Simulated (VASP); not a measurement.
# Ba (Cmmm) in VASP: notebook, part 2 of 2

VASP 6.6.1. Earlier steps stand in the parts before.

## (3) Single point, r2SCAN (strain -0.030 along x and y, +0.015 along z)

File POSCAR:

```
Ba
1.0
    1.8963500000     -3.5405000000      0.0000000000
    1.8963500000      3.5405000000      0.0000000000
    0.0000000000      0.0000000000      5.7855000000
Ba
1
Direct
    0.0000000000      0.0000000000      0.0000000000
```

File INCAR.step1:

```
SYSTEM = Ba
PREC = Accurate ; ENCUT = 520
ISMEAR = 0 ; SIGMA = 0.15
LREAL = .False. ; LASPH = .True.
NELM = 80 ; NBANDS = 11
GGA = PE ; ALGO = Normal
EDIFF = 1E-4 ; LWAVE = .True.
LCHARG = .False.
```

File INCAR.step2:

```
SYSTEM = Ba
PREC = Accurate ; ENCUT = 520
EDIFF = 1E-6 ; ISMEAR = 0
SIGMA = 0.15 ; LREAL = .False.
LASPH = .True. ; NELM = 80
ALGO = Normal ; ISIF = 2
LWAVE = .False. ; LCHARG = .True.
METAGGA = R2SCAN ; LMIXTAU = .True.
LELF = .True. ; LVHAR = .True.
NBANDS = 11 ; ISTART = 1
```

File KPOINTS:

```
Automatic mesh
0
Gamma
  14 14 8
  0 0 0
```

Potentials or basis: VASP PAW PBE potentials, release 64 (Ba_sv).

Command:

```console
> cat potpaw_PBE.64/Ba_sv/POTCAR > POTCAR
> cp INCAR.step1 INCAR
> mpirun -np 1 vasp_std > vasp.out
> cp INCAR.step2 INCAR
> mpirun -np 1 vasp_std > vasp.out
```

OUTCAR:

```text
SYSTEM = Ba
   PREC = Accurate
   ENCUT = 520
   EDIFF = 1E-6
   ISMEAR = 0
   LREAL = .False.
   LASPH = .True.
   NELM = 80
   ISIF = 2
   METAGGA = R2SCAN
   ISTART = 1

 ion  position               nearest neighbor table
   1  0.000  0.000  0.000-

  LATTYP: Found a base centered orthorhombic cell.
 ALAT       =     3.7927000000
 B/A-ratio  =     1.8670076726
 C/A-ratio  =     1.5254304321

  Lattice vectors:

 A1 = (   1.8963500000,  -3.5405000000,   0.0000000000)
 A2 = (   1.8963500000,   3.5405000000,   0.0000000000)
 A3 = (   0.0000000000,   0.0000000000,   5.7855000000)

Analysis of symmetry for initial positions (statically):
=====================================================================
 Subroutine PRICEL returns:
 Original cell was already a primitive cell.

 Routine SETGRP: Setting up the symmetry group for a
 base centered orthorhombic supercell.

 Subroutine GETGRP returns: Found  8 space group operations
 (whereof  8 operations were pure point group operations)
 out of a pool of  8 trial point group operations.

The static configuration has the point symmetry D_2h.

Analysis of symmetry for dynamics (positions and initial velocities):
=====================================================================
 Subroutine PRICEL returns:
 Original cell was already a primitive cell.

 Routine SETGRP: Setting up the symmetry group for a
 base centered orthorhombic supercell.

 Subroutine GETGRP returns: Found  8 space group operations
 (whereof  8 operations were pure point group operations)
 out of a pool of  8 trial point group operations.

The dynamic configuration has the point symmetry D_2h.

 Subroutine INISYM returns: Found  8 space group operations
 (whereof  8 operations are pure point group operations),
 and found     1 'primitive' translations

----------------------------------------------------------------------------------------

                                     Primitive cell

  volume of cell :      77.6880

  direct lattice vectors                    reciprocal lattice vectors
     1.896350000 -3.540500000  0.000000000     0.263664408 -0.141222991  0.000000000
     1.896350000  3.540500000  0.000000000     0.263664408  0.141222991  0.000000000
     0.000000000  0.000000000  5.785500000     0.000000000  0.000000000  0.172845908

  length of vectors
     4.016376921  4.016376921  5.785500000     0.299103416  0.299103416  0.172845908

  position of ions in fractional coordinates (direct lattice)
     0.000000000  0.000000000  0.000000000

  ion indices of the primitive-cell ions
   primitive index   ion index
                 1           1

----------------------------------------------------------------------------------------

 KPOINTS: Automatic mesh

Automatic generation of k-mesh.
 Grid dimensions read from file:
 generate k-points for:   14   14    8

 Generating k-lattice:

  Cartesian coordinates                     Fractional coordinates (reciprocal lattice)
     0.018833172 -0.010087357  0.000000000     0.071428571 -0.000000000  0.000000000
     0.018833172  0.010087357  0.000000000    -0.000000000  0.071428571  0.000000000
     0.000000000  0.000000000  0.021605738     0.000000000  0.000000000  0.125000000

  Length of vectors
     0.021364530  0.021364530  0.021605738

  Shift w.r.t. Gamma in fractional coordinates (k-lattice)
     0.000000000  0.000000000  0.000000000

 Subroutine IBZKPT returns following result:
 ===========================================

 Found    285 irreducible k-points:

 Following reciprocal coordinates:
            Coordinates               Weight
  0.000000  0.000000  0.000000      1.000000
  0.071429  0.000000  0.000000      4.000000
  0.142857  0.000000  0.000000      4.000000
  0.214286  0.000000  0.000000      4.000000
  0.285714  0.000000  0.000000      4.000000
  0.357143  0.000000  0.000000      4.000000
[... 16 lines left out ...]
  0.214286  0.142857  0.000000      4.000000
  0.285714  0.142857  0.000000      4.000000
 [... further k-points ...]
   k-points           NKPTS =    285   k-points in BZ     NKDIM =    285   number of bands    NBANDS=     11
   number of dos      NEDOS =    301   number of ions     NIONS =      1
   total plane-waves  NPLWV =  43200
   dimension x,y,z NGX =    30 NGY =   30 NGZ =   48
   dimension x,y,z NGXF=    60 NGYF=   60 NGZF=   96
   ions per type =               1
   NGX,Y,Z   is equivalent  to a cutoff of  12.42, 12.42, 13.79 a.u.
   NGXF,Y,Z  is equivalent  to a cutoff of  24.84, 24.84, 27.59 a.u.
 SYSTEM =  Ba
   PREC   = accura    normal or accurate (medium, high low for compatibility)
   ISTART =      1    job   : 0-new  1-cont  2-samecut
   ICHARG =      0    charge: 1-file 2-atom 10-const
   ISPIN  =      1    spin polarized calculation?
   LNONCOLLINEAR =      F non collinear calculations
   LSORBIT =      F    spin-orbit coupling
   LASPH  =      T    aspherical Exc in radial PAW
   ENCUT  =  520.0 eV  38.22 Ry    6.18 a.u.   7.47  7.47 10.76*2*pi/ulx,y,z
   NELM   =     80;   NELMIN=  2; NELMDL=  0     # of ELM steps
   EDIFF  = 0.1E-05   stopping-criterion for ELM
   LREAL  =      F    real-space projection
   EDIFFG = 0.1E-04   stopping-criterion for IOM
   NSW    =      0    number of steps for IOM
   IBRION =     -1    ionic relax: 0-MD 1-quasi-New 2-CG
   NFREE  =      0    steps in history (QN), initial steepest desc. (CG)
   ISIF   =      2    stress and relaxation
   ISYM   =      2    0-nonsym 1-usesym 2-fastsym
   POTIM  = 0.5000    time-step for ionic-motion
   TEBEG  =    0.0;   TEEND  =   0.0 temperature during run
   PSTRESS=    0.0 pullay stress
   NELECT =      10.0000    total number of electrons
   NUPDOWN=      -1.0000    fix difference up-down
   EMIN   =  10.00;   EMAX   =-10.00  energy-range for DOS
   EFERMI =   0.00;   METHOD = LEGACY
   ISMEAR =     0;   SIGMA  =   0.15  broadening in eV -4-tet -1-fermi 0-gaus
   EFERMI_NEDOS =   21; number of points for ismear=-14 and -15
   IALGO  =     38    algorithm
   IMIX   =      4    mixing-type and parameters
     AMIX     =   0.40;   BMIX     =  1.00
     AMIX_MAG =   1.60;   BMIX_MAG =  1.00
  volume/ion in A,a.u.               =      77.69       524.26
  Fermi-wavevector in a.u.,A,eV,Ry     =   0.826590  1.562029  9.296196  0.683251
  Thomas-Fermi vector in A             =   1.938648
   LORBIT       =      0    0 simple, 1 ext, 2 COOP (PROOUT), +10 PAW based schemes
   METAGGA = R2SCAN    functional components
   LHFCALC =     F    Hartree Fock is set to
   AEXX    =    0.0000 exact exchange contribution
   IVDW    =     0    specifies the selected vdW correction
   LEPSILON=     F    determine dielectric tensor
   LRPA    =     F    only Hartree local field effects (RPA)
 non-spin polarized calculation
 Gauss-broadening in eV      SIGMA  =   0.15
  energy-cutoff  :      520.00
  volume of cell :       77.69
 maximum number of plane-waves:      2118
 NGX is ok and might be reduce to    30
   NGX = 15   NGY = 15   NGZ = 21

 number of electron      10.0000000 magnetization

 Free energy of the ion-electron system (eV)
  ---------------------------------------------------
  ext. energy  EPLUGINS =         0.00000000
  ---------------------------------------------------
  free energy    TOTEN  =       -25.70847744 eV

  energy without entropy =      -25.67962207  energy(sigma->0) =      -25.69404975

 E-fermi :   0.9006     XC(G=0):  -6.9372

 val. band max:        0.8951670767   @ k =   0.1429   0.0714   0.3750
 cond. band min:       0.9081707684   @ k =   0.2857   0.0000   0.3750
 fundamental gap:      0.0130036918
 Fermi energy:         0.9005948212

 k-point     1 :       0.0000    0.0000    0.0000
  band No.  band energies     occupation
      1     -29.2471      2.00000
      2     -14.0769      2.00000
      3     -13.4916      2.00000
      4     -13.4045      2.00000
      5      -1.5337      2.00000
      6       0.7950      1.68070
      7       2.6266      0.00000
      8       3.6743      0.00000
      9       4.2274      0.00000
     10       5.5375      0.00000
     11       5.8566      0.00000
[... 309 lines left out ...]
 k-point    24 :       0.2857    0.1429    0.0000
  band No.  band energies     occupation
      1     -29.1070      2.00000
      2     -14.4748      2.00000
      3     -13.9026      2.00000
      4     -13.7485      2.00000
      5       0.5873      1.99686
      6       1.5713      0.00000
      7       1.8372      0.00000
      8       2.9382      0.00000
      9       4.2670      0.00000
     10       5.7714      0.00000
     11       7.8721      0.00000

 [... further k-points ...]

------------------------ aborting loop because EDIFF is reached ----------------------------------------

  FORCE on cell =-STRESS in cart. coord.  units (eV):
  Direction    XX          YY          ZZ          XY          YZ          ZX
  --------------------------------------------------------------------------------------
  -------------------------------------------------------------------------------------
  Total        1.7951502      1.1055413     -1.2417877      0.0000000      0.0000000      0.0000000
  in kB       37.0217867     22.7998287    -25.6096683      0.0000000      0.0000000      0.0000000
  external PRESSURE =      11.4039824 kB  Pullay stress =       0.0000000 kB

 VOLUME and BASIS-vectors are now :
 -----------------------------------------------------------------------------
  energy-cutoff  :      520.00
  volume of cell :       77.69
      direct lattice vectors                 reciprocal lattice vectors
     1.896350000 -3.540500000  0.000000000     0.263664408 -0.141222991  0.000000000
     1.896350000  3.540500000  0.000000000     0.263664408  0.141222991  0.000000000
     0.000000000  0.000000000  5.785500000     0.000000000  0.000000000  0.172845908

 POSITION                                       TOTAL-FORCE (eV/Angst)
 -----------------------------------------------------------------------------------
      0.00000      0.00000      0.00000         0.000000      0.000000      0.000000
 -----------------------------------------------------------------------------------
    total drift:                                0.000000      0.000000      0.000000

  FREE ENERGIE OF THE ION-ELECTRON SYSTEM (eV)
  ---------------------------------------------------
  free  energy   TOTEN  =       -25.7084774370 eV

  energy  without entropy=      -25.6796220656  energy(sigma->0) =      -25.69404975
```

Wall time 16 min (1 thread of Intel Xeon 8259CL, shared host); peak memory 0.39 GiB.

What came out:

* Free energy: -25.7085 eV
* Pressure: 1.1 GPa
* Band gap on the k mesh: zero (bands 5 and 6 overlap by 1.29 eV)

Caveat: the cell differs from its parent crystal (strain -0.030 along x and y, +0.015 along z); the stress differs along the axes, from -3 to 4 GPa; the PAW data sets were made with another functional, which shifts forces and pressure a little; spin-orbit coupling is left out, which moves the levels of the heavy elements.

## (4) Single point, r2SCAN (strain -0.030 along x and y, +0.030 along z)

Changes to POSCAR since step 3:

```diff
@@ -4,3 +4,3 @@
     1.8963500000      3.5405000000      0.0000000000
-    0.0000000000      0.0000000000      5.7855000000
+    0.0000000000      0.0000000000      5.8710000000
 Ba
```

File INCAR.step1:

```
PREC = Accurate ; ENCUT = 520
ISMEAR = 0 ; SIGMA = 0.15
LREAL = F ; LASPH = T
NELM = 60 ; NBANDS = 11
GGA = PE ; ALGO = Normal
EDIFF = 1E-4 ; LWAVE = T
LCHARG = F
```

File INCAR.step2:

```
PREC = Accurate ; ENCUT = 520
EDIFF = 1E-6 ; ISMEAR = 0
SIGMA = 0.15 ; LREAL = F
LASPH = T ; NELM = 60
ALGO = Normal ; ISIF = 2
LWAVE = F ; LCHARG = F
METAGGA = R2SCAN ; LMIXTAU = T
NBANDS = 11 ; ISTART = 1
```

File KPOINTS:

```
Automatic mesh
0
Gamma
  14 14 8
```

Command:

```console
> cat potpaw_PBE.64/Ba_sv/POTCAR > POTCAR
> cp INCAR.step1 INCAR
> mpirun -np 1 vasp_std > vasp.out
> cp INCAR.step2 INCAR
> mpirun -np 1 vasp_std > vasp.out
```

Run time: 12 min. Hardware: 1 thread of Intel Xeon 8259CL, shared host; peak memory 0.39 GiB.

Results (log left out):

```
Free energy            : -25.6904 eV
Pressure               : 1.2 GPa
Band gap on the k mesh : zero (bands 5 and 6 overlap by 1.31 eV)
```

Stress tensor (GPa, compression positive):
```
 3.69  0.00  0.00
 0.00  2.28  0.00
 0.00  0.00 -2.46
```

Levels at points of the mesh, in eV from the Fermi level:
```csv
k point,band 2,band 3,band 4,band 5,band 6,band 7,band 8,band 9
"(0.00, 0.00, 0.00)",-14.99,-14.40,-14.31,-2.43,-0.12,1.72,2.77,3.19
"(0.50, 0.00, 0.00)",-15.53,-14.80,-14.64,-0.91,0.59,1.89,2.11,3.72
"(0.50, 0.50, 0.00)",-15.39,-14.85,-14.49,-0.74,0.56,1.53,1.67,4.23
"(0.00, 0.00, 0.50)",-15.01,-14.40,-14.31,-1.81,-0.32,1.73,2.16,2.79
"(0.50, 0.00, 0.50)",-15.53,-14.81,-14.64,-0.80,-0.15,3.36,3.47,3.58
"(0.50, 0.50, 0.50)",-15.39,-14.86,-14.49,-0.62,-0.26,3.03,3.03,3.41
```

Caveat: the cell differs from its parent crystal (strain -0.030 along x and y, +0.030 along z); the stress differs along the axes, from -2 to 4 GPa; the PAW data sets were made with another functional, which shifts forces and pressure a little; spin-orbit coupling is left out, which moves the levels of the heavy elements.

## (5) Overview

| cell | gap on the mesh (eV) | pressure (GPa) |
| --- | --- | --- |
| a = 4.078, b = 4.078, c = 5.529 Å, angles 90.0, 90.0, 123.7°, 1 atom | none | 0.8 |
| a = 4.016, b = 4.016, c = 5.785 Å, angles 90.0, 90.0, 123.7°, 1 atom | none | 1.1 |
| a = 4.016, b = 4.016, c = 5.871 Å, angles 90.0, 90.0, 123.7°, 1 atom | none | 1.2 |

Alike in all rows: task single point; level r2SCAN; potentials or basis VASP PAW PBE potentials, release 64 (Ba_sv); no spin polarisation; k mesh 14 × 14 × 8; cutoff (eV) 520; smearing gaussian 0.15 eV.

Caveats: the PAW data sets were made with another functional, which shifts forces and pressure a little; spin-orbit coupling is left out, which moves the levels of the heavy elements; the stress differs along the axes, from -3 to 3 GPa (at least some runs); the stress differs along the axes, from -3 to 4 GPa (at least some runs); the stress differs along the axes, from -2 to 4 GPa (at least some runs).

Absolute energies hang on the potentials; compare differences alone.
